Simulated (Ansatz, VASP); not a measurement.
Si in VASP and in Ansatz

Contents of INCAR:

```
PREC     = Accurate       # precision mode
ENCUT    = 600            # plane-wave cutoff, eV
EDIFF    = 1E-7           # SCF threshold, eV
ISMEAR   = 0              # smearing method
SIGMA    = 0.02           # smearing width, eV
LREAL    = False          # projectors in reciprocal space
LASPH    = True           # aspherical terms in the spheres
NELM     = 100            # most SCF steps
ALGO     = Normal         # electronic algorithm
ISIF     = 3              # what is computed and relaxed
LWAVE    = False          # write WAVECAR
LCHARG   = False          # write CHGCAR
GGA      = PS             # functional
IBRION   = 2              # ionic algorithm
NSW      = 70             # ionic steps
EDIFFG   = -0.005         # ionic threshold
```

Contents of KPOINTS:

```
regular mesh
0
Gamma
  10 10 10
```

The input POSCAR:

```
Si
1.0
    0.0000000000      2.7348383262      2.7348383262
    2.7348383262      0.0000000000      2.7348383262
    2.7348383262      2.7348383262      0.0000000000
Si
2
Direct
    0.7500000000      0.7500000000      0.7500000000
    0.5000000000      0.5000000000      0.5000000000
```

Input for Ansatz:

```yaml
crystal:
  lattice:
    - [0.0, 2.7348383262, 2.7348383262]
    - [2.7348383262, 0.0, 2.7348383262]
    - [2.7348383262, 2.7348383262, 0.0]
  atoms:
    - { symbol: Si, position: [0.75, 0.75, 0.75] }
    - { symbol: Si, position: [0.5, 0.5, 0.5] }
basis:
  ecutwfc: 420
kpoints:
  mp_grid: { grid: [10, 10, 10] }
hamiltonian:
  xc: pbesol
scf:
  occupations: { method: gaussian, width: 0.02 }
output:
  forces: true
  stress: true
  eigenvalues: true
relax:
  adjacent_minimum: "off"
  f_tol: 0.005
  max_steps: 50
  cell: { stress_tol: 0.05 }
```

Alike in both runs: task relaxation of cell and atoms; functional PBEsol; k mesh 10 × 10 × 10; occupations gaussian, width 0.02 eV; no spin polarisation.

|  | VASP | Ansatz |
| --- | --- | --- |
| version | VASP 6.6.1 | Ansatz 0.2.0 |
| potentials or method | VASP PAW PBE potentials, release 64 (Si), cutoff 600 eV | scalar-relativistic, plane waves, PAW |
| valence electrons in the cell | 8 | 8 |

```tsv
	VASP	Ansatz	Ansatz less VASP
gap on the k mesh at the Fermi level, each at its own relaxed structure (eV)	0.47	0.47	+0.003
relaxed volume (Å³/atom)	20.08	20.05	-0.025
relaxed cell length with the largest relative difference (Å)	3.844	3.842	-0.0016
```

VASP's potentials were made for PBE, not for PBEsol.
